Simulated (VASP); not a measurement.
# FeIr2C6N6 (F-43m) in VASP: single point with PBE

Aim: the single point of FeIr2C6N6 with PBE.

Program: VASP 6.6.1. These are calculated values, not measurements. Logs are shortened: lines on timing, memory, paths and dates and some standing lists are left out, and cuts for length are marked.

### Step 1. The cell of the first run

It takes space group F-43m (No. 216, cubic). The conventional cell has a = 10.124 Å, b = 10.124 Å, c = 10.124 Å, α = 90.00°, β = 90.00°, γ = 90.00°. Ir (site symmetry -43m) has 6 N at 1.92 Å within 2.6 Å. Ir (site symmetry -43m) has 12 C at 3.63 Å and 12 N at 3.63 Å and 4 Ir at 4.38 Å and 4 Fe at 4.38 Å within 4.8 Å. Within 2.6 Å of Fe (site symmetry -43m) lie 6 C at 1.92 Å. C (site symmetry 2mm) has 1 N at 1.21 Å within 1.6 Å. Within 1.6 Å of N (site symmetry 2mm) lie 1 C at 1.21 Å.

### Step 2. Single point, PBE

Contents of INCAR:

```
SYSTEM = FeIr2C6N6
PREC = Accurate ; ENCUT = 600
EDIFF = 1E-6 ; ISMEAR = -1
SIGMA = 0.03 ; LREAL = .FALSE.
LASPH = .TRUE. ; NELM = 120
ALGO = Normal ; ISIF = 2
LWAVE = .FALSE. ; LCHARG = .TRUE.
GGA = PE ; LELF = .TRUE.
LVHAR = .TRUE. ; NBANDS = 53
GGA_COMPAT = .FALSE.
```

Contents of KPOINTS:

```
regular mesh
0
G
  6 6 6
  0 0 0
```

Contents of POSCAR:

```
FeIr2C6N6
1.0
    0.0000000000      5.0621390000      5.0621390000
    5.0621390000      0.0000000000      5.0621390000
    5.0621390000      5.0621390000      0.0000000000
Ir Fe C N
2 1 6 6
Direct
    0.5000000000      0.5000000000      0.5000000000
    0.2500000000      0.2500000000      0.2500000000
    0.0000000000      0.0000000000      0.0000000000
    0.8100000000      0.1900000000      0.1900000000
    0.8100000000      0.1900000000      0.8100000000
    0.1900000000      0.8100000000      0.8100000000
    0.1900000000      0.8100000000      0.1900000000
    0.8100000000      0.8100000000      0.1900000000
    0.1900000000      0.1900000000      0.8100000000
    0.6900000000      0.3100000000      0.3100000000
    0.6900000000      0.3100000000      0.6900000000
    0.3100000000      0.6900000000      0.6900000000
    0.3100000000      0.6900000000      0.3100000000
    0.6900000000      0.6900000000      0.3100000000
    0.3100000000      0.3100000000      0.6900000000
```

Potentials or basis: VASP PAW PBE potentials, release 64 (Ir, Fe, C, N).

Started as:

```sh
> cat potpaw_PBE.64/Ir/POTCAR potpaw_PBE.64/Fe/POTCAR potpaw_PBE.64/C/POTCAR potpaw_PBE.64/N/POTCAR > POTCAR
> mpirun -np 1 vasp_std > vasp.out
```

OUTCAR:

```text
SYSTEM = FeIr2C6N6
   PREC = Accurate
   ENCUT = 600
   EDIFF = 1E-6
   ISMEAR = -1
   LREAL = .FALSE.
   LASPH = .TRUE.
   NELM = 120
   ISIF = 2
   GGA = PE

 ion  position               nearest neighbor table
   1  0.500  0.500  0.500-  10 1.92  11 1.92  12 1.92  13 1.92  14 1.92  15 1.92
   2  0.250  0.250  0.250-
   3  0.000  0.000  0.000-   4 1.92   5 1.92   6 1.92   7 1.92   8 1.92   9 1.92
   4  0.810  0.190  0.190-  10 1.21   3 1.92
   5  0.810  0.190  0.810-  11 1.21   3 1.92
   6  0.190  0.810  0.810-  12 1.21   3 1.92
   7  0.190  0.810  0.190-  13 1.21   3 1.92
   8  0.810  0.810  0.190-  14 1.21   3 1.92
   9  0.190  0.190  0.810-  15 1.21   3 1.92
  10  0.690  0.310  0.310-   4 1.21   1 1.92
  11  0.690  0.310  0.690-   5 1.21   1 1.92
  12  0.310  0.690  0.690-   6 1.21   1 1.92
  13  0.310  0.690  0.310-   7 1.21   1 1.92
  14  0.690  0.690  0.310-   8 1.21   1 1.92
  15  0.310  0.310  0.690-   9 1.21   1 1.92

  LATTYP: Found a face centered cubic cell.
 ALAT       =    10.1242780000

  Lattice vectors:

 A1 = (   0.0000000000,   5.0621390000,   5.0621390000)
 A2 = (   5.0621390000,   0.0000000000,   5.0621390000)
 A3 = (   5.0621390000,   5.0621390000,   0.0000000000)

Analysis of symmetry for initial positions (statically):
=====================================================================
 Subroutine PRICEL returns:
 Original cell was already a primitive cell.

 Routine SETGRP: Setting up the symmetry group for a
 face centered cubic supercell.

 Subroutine GETGRP returns: Found 24 space group operations
 (whereof 24 operations were pure point group operations)
 out of a pool of 48 trial point group operations.

The static configuration has the point symmetry T_d .

Analysis of symmetry for dynamics (positions and initial velocities):
=====================================================================
 Subroutine PRICEL returns:
 Original cell was already a primitive cell.

 Routine SETGRP: Setting up the symmetry group for a
 face centered cubic supercell.

 Subroutine GETGRP returns: Found 24 space group operations
[... 129 lines left out ...]
   TEBEG  =    0.0;   TEEND  =   0.0 temperature during run
   PSTRESS=    0.0 pullay stress
   NELECT =      80.0000    total number of electrons
   NUPDOWN=      -1.0000    fix difference up-down
   EMIN   =  10.00;   EMAX   =-10.00  energy-range for DOS
   EFERMI =   0.00;   METHOD = LEGACY
   ISMEAR =    -1;   SIGMA  =   0.03  broadening in eV -4-tet -1-fermi 0-gaus
   EFERMI_NEDOS =   21; number of points for ismear=-14 and -15
   IALGO  =     38    algorithm
   IMIX   =      4    mixing-type and parameters
     AMIX     =   0.40;   BMIX     =  1.00
     AMIX_MAG =   1.60;   BMIX_MAG =  1.00
  volume/ion in A,a.u.               =      17.30       116.72
  Fermi-wavevector in a.u.,A,eV,Ry     =   1.106014  2.090064 16.643568  1.223268
  Thomas-Fermi vector in A             =   2.242509
   LORBIT       =      0    0 simple, 1 ext, 2 COOP (PROOUT), +10 PAW based schemes
   GGA     = PE    functional components
   LHFCALC =     F    Hartree Fock is set to
   AEXX    =    0.0000 exact exchange contribution
   IVDW    =     0    specifies the selected vdW correction
   LEPSILON=     F    determine dielectric tensor
   LRPA    =     F    only Hartree local field effects (RPA)
 non-spin polarized calculation
  energy-cutoff  :      600.00
  volume of cell :      259.44
 maximum number of plane-waves:      8694
 NGX is ok and might be reduce to    60
   NGX = 29   NGY = 29   NGZ = 29

 number of electron      79.9999996 magnetization

 Free energy of the ion-electron system (eV)
  ---------------------------------------------------
  ext. energy  EPLUGINS =         0.00000000
  ---------------------------------------------------
  free energy    TOTEN  =      -118.51146427 eV

  energy without entropy =     -118.39898500  energy(sigma->0) =     -118.45522464

 E-fermi :   0.0326     XC(G=0):  -8.1596

 val. band max:        0.0236782654   @ k =   0.3333   0.3333   0.0000
 cond. band min:       0.0330007064   @ k =   0.0000   0.0000   0.0000
 fundamental gap:      0.0093224410
 Fermi energy:         0.0326190328

 k-point     1 :       0.0000    0.0000    0.0000
  band No.  band energies     occupation
      1     -17.8379      2.00000
      2     -17.3497      2.00000
      3     -17.3497      2.00000
      4     -17.3008      2.00000
      5     -17.3008      2.00000
      6     -17.3008      2.00000
[... 869 lines left out ...]
     51       4.5443      0.00000
     52       4.6839      0.00000
 [bands above 52 left out]

------------------------ aborting loop because EDIFF is reached ----------------------------------------

  FORCE on cell =-STRESS in cart. coord.  units (eV):
  Direction    XX          YY          ZZ          XY          YZ          ZX
  --------------------------------------------------------------------------------------
  -------------------------------------------------------------------------------------
  Total       -7.1820486     -7.1820486     -7.1820486      0.0000000      0.0000000      0.0000000
  in kB      -44.3533810    -44.3533810    -44.3533810      0.0000000      0.0000000      0.0000000
  external PRESSURE =     -44.3533810 kB  Pullay stress =       0.0000000 kB

 VOLUME and BASIS-vectors are now :
 -----------------------------------------------------------------------------
  energy-cutoff  :      600.00
  volume of cell :      259.44
      direct lattice vectors                 reciprocal lattice vectors
     0.000000000  5.062139000  5.062139000    -0.098772475  0.098772475  0.098772475
     5.062139000  0.000000000  5.062139000     0.098772475 -0.098772475  0.098772475
     5.062139000  5.062139000  0.000000000     0.098772475  0.098772475 -0.098772475

 POSITION                                       TOTAL-FORCE (eV/Angst)
 -----------------------------------------------------------------------------------
      5.06214      5.06214      5.06214         0.000000      0.000000     -0.000000
      2.53107      2.53107      2.53107         0.000000      0.000000     -0.000000
      0.00000      0.00000      0.00000         0.000000      0.000000     -0.000000
      1.92361      5.06214      5.06214         3.003216      0.000000     -0.000000
      5.06214      8.20067      5.06214         0.000000     -3.003216     -0.000000
      8.20067      5.06214      5.06214        -3.003216      0.000000     -0.000000
      5.06214      1.92361      5.06214         0.000000      3.003216     -0.000000
      5.06214      5.06214      8.20067         0.000000      0.000000     -3.003216
      5.06214      5.06214      1.92361         0.000000      0.000000      3.003216
      3.13853      5.06214      5.06214        -5.182112      0.000000     -0.000000
      5.06214      6.98575      5.06214         0.000000      5.182112     -0.000000
      6.98575      5.06214      5.06214         5.182112      0.000000     -0.000000
      5.06214      3.13853      5.06214         0.000000     -5.182112     -0.000000
      5.06214      5.06214      6.98575         0.000000      0.000000      5.182112
      5.06214      5.06214      3.13853         0.000000      0.000000     -5.182112
 -----------------------------------------------------------------------------------
    total drift:                                0.000000      0.000000      0.000000

  FREE ENERGIE OF THE ION-ELECTRON SYSTEM (eV)
  ---------------------------------------------------
  free  energy   TOTEN  =      -118.5114642674 eV

  energy  without entropy=     -118.3989850044  energy(sigma->0) =     -118.45522464
```

stdout:

```text
POSCAR found type information on POSCAR IrFeC N
 POSCAR found :  4 types and      15 ions
 scaLAPACK will be used
 LDA part: xc-table for (Slater+PW92), standard interpolation
 POSCAR, INCAR and KPOINTS ok, starting setup
 FFT: planning ... GRIDC
 FFT: planning ... GRID_SOFT
 FFT: planning ... GRID
 WAVECAR not read
 entering main loop
```

Run time: 33 min. Hardware: 1 thread of Intel Xeon Platinum 8375C at 2.90GHz (Ice Lake), shared host; peak memory 0.67 GiB.

What came out:

| Item | Value |
| --- | --- |
| Free energy | -118.5115 eV |
| Pressure | -4.4 GPa |
| Largest force | 5.182 eV/Å |
| Band gap on the k mesh | zero (bands 40 and 41 overlap by 0.10 eV) |

Forces in eV/Å, atoms in the order of the input:
```
Ir   0.000  0.000  0.000
Ir   0.000  0.000  0.000
Fe   0.000  0.000  0.000
C    3.003  0.000  0.000
C    0.000 -3.003  0.000
C   -3.003  0.000  0.000
C    0.000  3.003  0.000
C    0.000  0.000 -3.003
C    0.000  0.000  3.003
N   -5.182  0.000  0.000
N    0.000  5.182  0.000
N    5.182  0.000  0.000
N    0.000 -5.182  0.000
N    0.000  0.000  5.182
N    0.000  0.000 -5.182
```

Caveat: the cell stands under tension; spin-orbit coupling is left out, which moves the levels of the heavy elements; the run has no spin polarisation, though such a crystal can be magnetic; forces of over 1 eV/Å act on the atoms, so gaps and moduli don't describe the material at rest. With open d or f shells a metallic result of PBE can be an artefact of self-interaction; +U or a hybrid may open a gap.
